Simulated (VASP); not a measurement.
Set up this calculation in VASP 6.6.1, as the native input.

```
Task                   : single point
Functional             : BLYP
Potentials or basis    : VASP PAW PBE potentials, release 64 (K_sv)
Cutoff                 : 520 eV
k mesh                 : 9 × 9 × 9
Occupations            : fermi-dirac, width 0.1 eV
Spin                   : no spin polarisation
Dipole correction      : no
Further INCAR settings : ALGO = Normal; EDIFF = 1e-06; NBANDS = 10
```

The structure of K lies in POSCAR:

```
K
1.0
    0.0000000000      3.4051993813      3.4051993813
    3.4051993813      0.0000000000      3.4051993813
    3.4051993813      3.4051993813      0.0000000000
K
1
Direct
    0.0000000000      0.0000000000      0.0000000000
```

This cell differs from its parent crystal: volume scaled by 1.04.

The input as run:

INCAR

```
SYSTEM = K
PREC = Accurate
ENCUT = 520
EDIFF = 1E-6
ISMEAR = -1
SIGMA = 0.1
LREAL = .FALSE.
LASPH = .TRUE.
NELM = 80
ALGO = Normal
ISIF = 2
LWAVE = .FALSE.
LCHARG = .TRUE.
GGA = B5
ALDAX = 1.0
AGGAX = 1.0
AGGAC = 1.0
ALDAC = 0.0
LELF = .TRUE.
LVHAR = .TRUE.
NBANDS = 10
```

KPOINTS

```
Automatic mesh
0
G
  9 9 9
  0 0 0
```

Potentials or basis: VASP PAW PBE potentials, release 64 (K_sv).

Command:

```sh
$ cat potpaw_PBE.64/K_sv/POTCAR > POTCAR
$ mpirun -np 1 vasp_std > vasp.out
```

Results of the run:

```
Pressure : -0.1 GPa
```

Caveat: the PAW data sets were made with another functional, which shifts forces and pressure a little.

Run time: 30 s on 1 thread of Intel Xeon 6975P-C, with other jobs on the host, peak memory 0.2 GiB.
